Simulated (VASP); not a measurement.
Here is a VASP 6.6.1 calculation.

Contents of POSCAR:

```
Na2S
1.0
    0.0000000000      3.2836251943      3.2836251943
    3.2836251943      0.0000000000      3.2836251943
    3.2836251943      3.2836251943      0.0000000000
Na S
2 1
Direct
    0.2500000000      0.2500000000      0.2500000000
    0.7500000000      0.7500000000      0.7500000000
    0.0000000000      0.0000000000      0.0000000000
```

The input INCAR.step1:

```
  PREC = Accurate
  ENCUT = 550
  ISMEAR = -1
  SIGMA = 0.02
  LREAL = F
  LASPH = T
  NELM = 120
  GGA = PE
  ALGO = Normal
  EDIFF = 1E-5
  LWAVE = T
  LCHARG = F
  GGA_COMPAT = F
  IBRION = 2
  ISIF = 3
  EDIFFG = -0.005
  NELMIN = 4
  NSW = 100
```

File INCAR.step2:

```
  PREC = Accurate
  ENCUT = 550
  EDIFF = 1E-7
  ISMEAR = -1
  SIGMA = 0.02
  LREAL = F
  LASPH = T
  NELM = 120
  ALGO = Normal
  ISIF = 3
  LWAVE = F
  LCHARG = F
  METAGGA = R2SCAN
  LMIXTAU = T
  IBRION = 2
  NSW = 80
  EDIFFG = -0.005
  ISTART = 1
  GGA_COMPAT = F
  NELMIN = 4
```

Contents of KPOINTS:

```
Automatic mesh
0
Gamma
  6 6 6
```

Potentials or basis: VASP PAW PBE potentials, release 64 (Na_pv, S).

Run with:

```sh
$ cat potpaw_PBE.64/Na_pv/POTCAR potpaw_PBE.64/S/POTCAR > POTCAR
$ cp INCAR.step1 INCAR
$ mpirun -np 1 vasp_std > vasp.out
$ cp INCAR.step2 INCAR
$ mpirun -np 1 vasp_std > vasp.out
```

Predict the relaxed cell.

a = 4.600 Å, b = 4.600 Å, c = 4.600 Å, α = 60.00°, β = 60.00°, γ = 60.00°.

Estimate the band gap on the k mesh.

3.12 eV.

Predict the relaxed volume.

22.95 Å³/atom.

Estimate the space group after relaxing (to 0.1 Å).

Fm-3m (No. 225).

Final structure:
```yaml
crystal:
  lattice:
    - [0.00000, 3.25298, 3.25298]
    - [3.25298, 0.00000, 3.25298]
    - [3.25298, 3.25298, 0.00000]
  atoms:
    - { symbol: Na, position: [0.25000, 0.25000, 0.25000] }
    - { symbol: Na, position: [0.75000, 0.75000, 0.75000] }
    - { symbol: S, position: [0.00000, 0.00000, 0.00000] }
```

Caveat: the PAW data sets were made with another functional, which shifts forces and pressure a little.
